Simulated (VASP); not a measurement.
# Pd (Fd-3m) in VASP: further runs

Runs on Pd. Level: PBEsol. Tasks: single point, relaxation of cell and atoms.

All numbers are computed with VASP 6.6.1; they aren't measurements. Logs are shortened: lines on timing, memory, paths and dates and some standing lists are left out, and cuts for length are marked.

**1. The cell of the first run**

Symmetry: Fd-3m, No. 227, cubic system. The conventional cell has a = 5.489 Å, b = 5.489 Å, c = 5.489 Å, α = 90.00°, β = 90.00°, γ = 90.00°. Within 3.1 Å of Pd (site symmetry -43m) lie 4 Pd at 2.38 Å.

**2. Single point, PBEsol (volume scaled by 0.9)**

The input, INCAR:

```
SYSTEM = Pd
ALGO = Normal
EDIFF = 1E-7
ENCUT = 520
GGA = PS
ISIF = 2
ISMEAR = -1
LASPH = .True.
LCHARG = .False.
LREAL = .False.
LWAVE = .False.
NBANDS = 17
NELM = 60
PREC = Accurate
SIGMA = 0.05
```

The input, KPOINTS:

```
k-points
0
Gamma
  12 12 12
  0 0 0
```

The input, POSCAR:

```
Pd
1.0
    0.0000000000      2.7445991625      2.7445991625
    2.7445991625      0.0000000000      2.7445991625
    2.7445991625      2.7445991625      0.0000000000
Pd
2
Direct
   -0.1250000000     -0.1250000000     -0.1250000000
    0.1250000000      0.1250000000      0.1250000000
```

Potentials or basis: VASP PAW PBE potentials, release 64 (Pd).

Run with:

```sh
$ cat potpaw_PBE.64/Pd/POTCAR > POTCAR
$ mpirun -np 1 vasp_std > vasp.out
```

OUTCAR:

```text
SYSTEM = Pd
   EDIFF = 1E-7
   ENCUT = 520
   GGA = PS
   ISIF = 2
   ISMEAR = -1
   LASPH = .True.
   LREAL = .False.
   NELM = 60
   PREC = Accurate

 ion  position               nearest neighbor table
   1  0.875  0.875  0.875-   2 2.38   2 2.38   2 2.38   2 2.38
   2  0.125  0.125  0.125-   1 2.38   1 2.38   1 2.38   1 2.38

  LATTYP: Found a face centered cubic cell.
 ALAT       =     5.4891983250

  Lattice vectors:

 A1 = (   0.0000000000,   2.7445991625,   2.7445991625)
 A2 = (   2.7445991625,   0.0000000000,   2.7445991625)
 A3 = (   2.7445991625,   2.7445991625,   0.0000000000)

Analysis of symmetry for initial positions (statically):
=====================================================================
 Subroutine PRICEL returns:
 Original cell was already a primitive cell.

 Routine SETGRP: Setting up the symmetry group for a
 face centered cubic supercell.

 Subroutine GETGRP returns: Found 48 space group operations
 (whereof 12 operations were pure point group operations)
 out of a pool of 48 trial point group operations.

The static configuration has the point symmetry D_3d.
 The point group associated with its full space group is O_h .

Analysis of symmetry for dynamics (positions and initial velocities):
=====================================================================
 Subroutine PRICEL returns:
 Original cell was already a primitive cell.

 Routine SETGRP: Setting up the symmetry group for a
 face centered cubic supercell.

 Subroutine GETGRP returns: Found 48 space group operations
 (whereof 12 operations were pure point group operations)
 out of a pool of 48 trial point group operations.

The dynamic configuration has the point symmetry D_3d.
 The point group associated with its full space group is O_h .

 Subroutine INISYM returns: Found 48 space group operations
 (whereof 12 operations are pure point group operations),
 and found     1 'primitive' translations

----------------------------------------------------------------------------------------

                                     Primitive cell

  volume of cell :      41.3492

  direct lattice vectors                    reciprocal lattice vectors
     0.000000000  2.744599163  2.744599163    -0.182175965  0.182175965  0.182175965
     2.744599163  0.000000000  2.744599163     0.182175965 -0.182175965  0.182175965
     2.744599163  2.744599163  0.000000000     0.182175965  0.182175965 -0.182175965

  length of vectors
[... 81 lines left out ...]
   NELM   =     60;   NELMIN=  2; NELMDL= -5     # of ELM steps
   EDIFF  = 0.1E-06   stopping-criterion for ELM
   LREAL  =      F    real-space projection
   EDIFFG = 0.1E-05   stopping-criterion for IOM
   NSW    =      0    number of steps for IOM
   IBRION =     -1    ionic relax: 0-MD 1-quasi-New 2-CG
   NFREE  =      0    steps in history (QN), initial steepest desc. (CG)
   ISIF   =      2    stress and relaxation
   ISYM   =      2    0-nonsym 1-usesym 2-fastsym
   POTIM  = 0.5000    time-step for ionic-motion
   TEBEG  =    0.0;   TEEND  =   0.0 temperature during run
   PSTRESS=    0.0 pullay stress
   NELECT =      20.0000    total number of electrons
   NUPDOWN=      -1.0000    fix difference up-down
   EMIN   =  10.00;   EMAX   =-10.00  energy-range for DOS
   EFERMI =   0.00;   METHOD = LEGACY
   ISMEAR =    -1;   SIGMA  =   0.05  broadening in eV -4-tet -1-fermi 0-gaus
   EFERMI_NEDOS =   21; number of points for ismear=-14 and -15
   IALGO  =     38    algorithm
   IMIX   =      4    mixing-type and parameters
     AMIX     =   0.40;   BMIX     =  1.00
     AMIX_MAG =   1.60;   BMIX_MAG =  1.00
  volume/ion in A,a.u.               =      20.67       139.52
  Fermi-wavevector in a.u.,A,eV,Ry     =   1.285077  2.428444 22.468982  1.651424
  Thomas-Fermi vector in A             =   2.417233
   LORBIT       =      0    0 simple, 1 ext, 2 COOP (PROOUT), +10 PAW based schemes
   GGA     = PS    functional components
   LHFCALC =     F    Hartree Fock is set to
   AEXX    =    0.0000 exact exchange contribution
   IVDW    =     0    specifies the selected vdW correction
   LEPSILON=     F    determine dielectric tensor
   LRPA    =     F    only Hartree local field effects (RPA)
 non-spin polarized calculation
  energy-cutoff  :      520.00
  volume of cell :       41.35
 maximum number of plane-waves:      1139
 NGX is ok and might be reduce to    30
   NGX = 15   NGY = 15   NGZ = 15

 number of electron      19.9999995 magnetization

 Free energy of the ion-electron system (eV)
  ---------------------------------------------------
  ext. energy  EPLUGINS =         0.00000000
  ---------------------------------------------------
  free energy    TOTEN  =        -9.12247936 eV

  energy without entropy =       -9.06932242  energy(sigma->0) =       -9.09590089

 E-fermi :   5.6260     XC(G=0): -11.0600

 val. band max:        5.6243388579   @ k =  -0.3333   0.3333   0.0000
 cond. band min:       5.6335819794   @ k =  -0.4167   0.4167   0.0833
 fundamental gap:      0.0092431215
 Fermi energy:         5.6260198903

 k-point     1 :       0.0000    0.0000    0.0000
  band No.  band energies     occupation
      1       0.1431      2.00000
      2       1.3922      2.00000
      3       1.3922      2.00000
      4       1.6304      2.00000
      5       1.6304      2.00000
      6       1.6304      2.00000
[... 457 lines left out ...]
      4       2.0421      2.00000
      5       2.2084      2.00000
      6       2.2185      2.00000
[... 9 lines left out ...]
     16      20.4888      0.00000
     17      20.5102      0.00000

 [... further k-points ...]

------------------------ aborting loop because EDIFF is reached ----------------------------------------

  FORCE on cell =-STRESS in cart. coord.  units (eV):
  Direction    XX          YY          ZZ          XY          YZ          ZX
  --------------------------------------------------------------------------------------
  -------------------------------------------------------------------------------------
  Total        2.8114445      2.8114445      2.8114445      0.0000000      0.0000000     -0.0000000
  in kB      108.9364746    108.9364746    108.9364746      0.0000000      0.0000000     -0.0000000
  external PRESSURE =     108.9364746 kB  Pullay stress =       0.0000000 kB

 VOLUME and BASIS-vectors are now :
 -----------------------------------------------------------------------------
  energy-cutoff  :      520.00
  volume of cell :       41.35
      direct lattice vectors                 reciprocal lattice vectors
     0.000000000  2.744599163  2.744599163    -0.182175965  0.182175965  0.182175965
     2.744599163  0.000000000  2.744599163     0.182175965 -0.182175965  0.182175965
     2.744599163  2.744599163  0.000000000     0.182175965  0.182175965 -0.182175965

 POSITION                                       TOTAL-FORCE (eV/Angst)
 -----------------------------------------------------------------------------------
      4.80305      4.80305      4.80305        -0.000000      0.000000      0.000000
      0.68615      0.68615      0.68615         0.000000     -0.000000     -0.000000
 -----------------------------------------------------------------------------------
    total drift:                               -0.000000      0.000000      0.000000

  FREE ENERGIE OF THE ION-ELECTRON SYSTEM (eV)
  ---------------------------------------------------
  free  energy   TOTEN  =        -9.1224793637 eV

  energy  without entropy=       -9.0693224190  energy(sigma->0) =       -9.09590089
```

stdout:

```text
POSCAR found type information on POSCAR Pd
 POSCAR found :  1 types and       2 ions
 scaLAPACK will be used
 -----------------------------------------------------------------------------
|                                                                             |
|                                                                             |
|     You enforced a specific xc type in the INCAR file but a different       |
|     I HOPE YOU KNOW WHAT YOU ARE DOING!                                     |
|                                                                             |
 -----------------------------------------------------------------------------

 LDA part: xc-table for (Slater+PW92), standard interpolation
 POSCAR, INCAR and KPOINTS ok, starting setup
 FFT: planning ... GRIDC
 FFT: planning ... GRID_SOFT
 FFT: planning ... GRID
 WAVECAR not read
 entering main loop
```

Wall time 46 s (1 thread of Intel Xeon Platinum 8259CL at 2.50GHz (Skylake/Cascade Lake), shared host); peak memory 0.19 GiB.

What came out:

```yaml
Free_energy: -9.1225 eV
Pressure: 10.9 GPa
Band_gap_on_the_k_mesh: zero (band 10 reaches 5.76 eV, above the bottom of band 11 at 5.23 eV)
```

Levels at points of the mesh, in eV from the Fermi level:
| k point | band 8 | band 9 | band 10 | band 11 | band 12 | band 13 |
| --- | --- | --- | --- | --- | --- | --- |
| (0.00, 0.00, 0.00) | -1.69 | -1.69 | -0.15 | -0.15 | 12.79 | 12.79 |
| (0.50, 0.00, 0.00) | -1.26 | -0.55 | -0.39 | -0.39 | 1.48 | 9.33 |
| (0.50, 0.50, 0.00) | -2.30 | -0.17 | -0.17 | 2.06 | 2.06 | 4.91 |

Caveat: the cell differs from its parent crystal (volume scaled by 0.9); the PAW data sets were made with another functional, which shifts forces and pressure a little.

**3. Single point, PBEsol**

This run uses another cell than the first one, of 22.97 Å³/atom, 1.111 times its volume.

The input, INCAR:

```
  PREC = Accurate
  ENCUT = 520
  EDIFF = 1E-7
  ISMEAR = -1
  SIGMA = 0.05
  LREAL = F
  LASPH = T
  NELM = 100
  ALGO = Normal
  ISIF = 2
  LWAVE = F
  LCHARG = T
  GGA = PS
  LELF = T
  LVHAR = T
  NBANDS = 17
```

The input, KPOINTS:

```
Automatic mesh
0
Gamma
  12 12 12
```

The input, POSCAR:

```
Pd
1.0
    0.0000000000      2.8427025779      2.8427025779
    2.8427025779      0.0000000000      2.8427025779
    2.8427025779      2.8427025779      0.0000000000
Pd
2
Direct
   -0.1250000000     -0.1250000000     -0.1250000000
    0.1250000000      0.1250000000      0.1250000000
```

Potentials or basis: VASP PAW PBE potentials, release 64 (Pd).

Run with:

```sh
$ cat potpaw_PBE.64/Pd/POTCAR > POTCAR
$ mpirun -np 1 vasp_std > vasp.out
```

It took 48 s on 1 thread of Intel Xeon Platinum 8259CL at 2.50GHz (Skylake/Cascade Lake), shared host; peak memory 0.19 GiB.

It converged, with:

| Quantity | Value |
| --- | --- |
| Free energy | -9.2575 eV |
| Pressure | -0.4 GPa |
| Band gap on the k mesh | zero (band 10 reaches 4.49 eV, above the bottom of band 11 at 4.08 eV) |

Levels at points of the mesh, in eV from the Fermi level:
| k point | band 7 | band 8 | band 9 | band 10 | band 11 | band 12 | band 13 | band 14 |
| --- | --- | --- | --- | --- | --- | --- | --- | --- |
| (0.00, 0.00, 0.00) | -1.43 | -1.43 | -1.43 | -0.15 | -0.15 | 12.00 | 12.00 | 12.00 |
| (0.50, 0.00, 0.00) | -1.08 | -1.08 | -0.35 | -0.35 | -0.22 | 1.34 | 8.73 | 8.73 |
| (0.50, 0.50, 0.00) | -1.95 | -1.95 | -0.15 | -0.15 | 1.96 | 1.96 | 4.82 | 4.82 |

Caveat: the PAW data sets were made with another functional, which shifts forces and pressure a little.

(Part 1 of 2 ends here.)
